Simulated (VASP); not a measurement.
CdF2, 3 atoms in the cell. The structure is tetragonal, space group I4/mmm (No. 139). Conventional cell: a = 3.934 Å, b = 3.934 Å, c = 5.365 Å, α = 90.00°, β = 90.00°, γ = 90.00°. Cd (site symmetry 4/mmm) has 8 F at 2.38 Å within 3.1 Å. Within 3.1 Å of F (site symmetry -4m2) lie 4 Cd at 2.38 Å and 6 F at 2.68 to 2.78 Å.  This cell differs from its parent crystal: biaxial xy strain +3.7%.

```yaml
Program: VASP 6.6.1
Task: single point
Functional: r2SCAN
Potentials_or_basis: VASP PAW PBE potentials, release 64 (Cd, F)
Cutoff: 520 eV
k_mesh: 8 × 8 × 8
Occupations: gaussian, width 0.01 eV
Spin: no spin polarisation
Dipole_correction: no
Further_INCAR_settings: ALGO = Normal; EDIFF = 1e-07; NBANDS = 20
```

Potentials or basis: VASP PAW PBE potentials, release 64 (Cd, F).

The run is started by

```console
$ cat potpaw_PBE.64/Cd/POTCAR potpaw_PBE.64/F/POTCAR > POTCAR
$ cp INCAR.step1 INCAR
$ mpirun -np 1 vasp_std > vasp.out
$ cp INCAR.step2 INCAR
$ mpirun -np 1 vasp_std > vasp.out
```

Hardware: 1 thread of Intel(R) Xeon(R) Platinum 8488C (Sapphire Rapids) (shared host).

Estimate the wall time of this run.

Wall time 2.9 min on 1 thread of Intel(R) Xeon(R) Platinum 8488C (Sapphire Rapids), on a shared host, peak memory 0.19 GiB. Counts: k points 59.
